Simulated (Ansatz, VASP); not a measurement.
## One calculation of LiF, two programs

The input POSCAR:

```
LiF
1.0
    0.0000000000      1.9449999471      1.9449999471
    1.9449999471      0.0000000000      1.9449999471
    1.9449999471      1.9449999471      0.0000000000
Li F
1 1
Direct
    0.0000000000      0.0000000000      0.0000000000
    0.5000000000      0.5000000000      0.5000000000
```

INCAR.step1

```
SYSTEM = LiF
PREC     = Accurate       ! precision mode
ENCUT    = 520            ! plane-wave cutoff, eV
EDIFF    = 1E-5           ! SCF threshold, eV
ISMEAR   = 0              ! smearing method
SIGMA    = 0.01           ! smearing width, eV
LREAL    = .False.        ! projectors in reciprocal space
LASPH    = .True.         ! aspherical terms in the spheres
NELM     = 100            ! most SCF steps
ALGO     = Normal         ! electronic algorithm
ISIF     = 2              ! what is computed and relaxed
LWAVE    = .True.         ! write WAVECAR
LCHARG   = .False.        ! write CHGCAR
NBANDS   = 12             ! bands
GGA      = PE             ! functional
```

INCAR.step2

```
SYSTEM = LiF
PREC     = Accurate       ! precision mode
ENCUT    = 520            ! plane-wave cutoff, eV
EDIFF    = 1E-6           ! SCF threshold, eV
ISMEAR   = 0              ! smearing method
SIGMA    = 0.01           ! smearing width, eV
LREAL    = .False.        ! projectors in reciprocal space
LASPH    = .True.         ! aspherical terms in the spheres
NELM     = 100            ! most SCF steps
ALGO     = Normal         ! electronic algorithm
ISIF     = 2              ! what is computed and relaxed
LWAVE    = .False.        ! write WAVECAR
LCHARG   = .False.        ! write CHGCAR
GGA      = PE             ! functional
LHFCALC  = .True.         ! exact exchange
HFSCREEN = 0.2079         ! screening, 1/A
PRECFOCK = Normal       
NBANDS   = 12             ! bands
ISTART   = 1
```

Contents of KPOINTS:

```
regular mesh
0
Gamma
  8 8 8
  0 0 0
```

Input for Ansatz:

```yaml
crystal:
  lattice:
    - [0.0, 1.9449999471, 1.9449999471]
    - [1.9449999471, 0.0, 1.9449999471]
    - [1.9449999471, 1.9449999471, 0.0]
  atoms:
    - { symbol: Li, position: [0.0, 0.0, 0.0] }
    - { symbol: F, position: [0.5, 0.5, 0.5] }
kpoints:
  mp_grid: { grid: [8, 8, 8] }
  band_path:
    path:
      - [0.0, 0.0, 0.0]
      - [0.5, 0.0, 0.5]
      - [0.625, 0.25, 0.625]
      - [0.375, 0.375, 0.75]
      - [0.5, 0.5, 0.5]
      - [0.5, 0.25, 0.75]
      - [-0.067708, 0.0, 0.067708]
    npoints: 1
hamiltonian:
  xc: hse06
scf:
  occupations: { method: fixed }
  n_extra_bands: 4
output:
  forces: true
  stress: true
  eigenvalues: true
  write_density: true
  write_potential: true
  elf: true
  volumetric_format: npy
```

Change from the starting cell: hydrostatic strain -2.5%.

Alike in both runs: task single point; functional HSE06; k mesh 8 × 8 × 8; no spin polarisation.

```csv
,VASP,Ansatz
version,VASP 6.6.1,Ansatz 0.2.0
potentials or method,"VASP PAW PBE potentials, release 64 (Li_sv, F)","plane waves, PAW"
plane-wave cutoff (eV),520,420
occupations,"gaussian, width 0.01 eV",fixed
valence electrons in the cell,10,10
```

```csv
,VASP,Ansatz,Ansatz less VASP
gap on the k mesh at the Fermi level (eV),12.45,12.46,+0.010
```

Ansatz's warnings: stress exchange threshold loose, stress scf threshold loose.

Noted on VASP's run: the cutoff is under 1.25 times that of the potentials, so the pressure is a little rough.
